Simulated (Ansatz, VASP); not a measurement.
# Hg in VASP and in Ansatz

File INCAR:

```
PREC = Accurate
ENCUT = 520
EDIFF = 1E-7
ISMEAR = -1
SIGMA = 0.05
LREAL = F
LASPH = T
NELM = 60
ALGO = Normal
ISIF = 2
LWAVE = F
LCHARG = F
GGA = PE
NBANDS = 12
```

KPOINTS

```
Automatic mesh
0
Gamma
  16 16 16
```

POSCAR

```
Hg
1.0
   -1.9069389105      1.9069389105      1.9458560311
    1.9069389105     -1.9069389105      1.9458560311
    1.9847731517      1.9847731517     -1.9458560311
Hg
1
Direct
    0.0000000000      0.0000000000      0.0000000000
```

Input for Ansatz:

```yaml
crystal:
  lattice:
    - [-1.9069389105, 1.9069389105, 1.9458560311]
    - [1.9069389105, -1.9069389105, 1.9458560311]
    - [1.9847731517, 1.9847731517, -1.9458560311]
  atoms:
    - { symbol: Hg, position: [0.0, 0.0, 0.0] }
kpoints:
  mp_grid: { grid: [16, 16, 16] }
scf:
  occupations: { method: fermi_dirac, width: 0.05 }
hamiltonian:
  xc: pbe
  pseudopotentials: { kind: all_electron, lapw: { basis_error: 0.00025 } }
output:
  forces: true
  stress: true
  eigenvalues: true
```

Change from the starting cell: xy shear strain of +4 %.

Alike in both runs: task single point; functional PBE; k mesh 16 × 16 × 16; occupations fermi-dirac, width 0.05 eV; no spin polarisation.

```csv
,VASP,Ansatz
version,VASP 6.6.1,Ansatz 0.2.0
potentials or method,"VASP PAW PBE potentials, release 64 (Hg), cutoff 520 eV","all-electron LAPW, scalar-relativistic"
```

```csv
,VASP,Ansatz,Ansatz less VASP
pressure (GPa),0.1,0.0,-0.10
"traceless stress, the component that is largest in VASP (GPa)",-0.13,-0.12,+0.019
```

Ansatz ran all-electron here, and VASP with PAW potentials.

Neither program's run includes spin-orbit coupling.
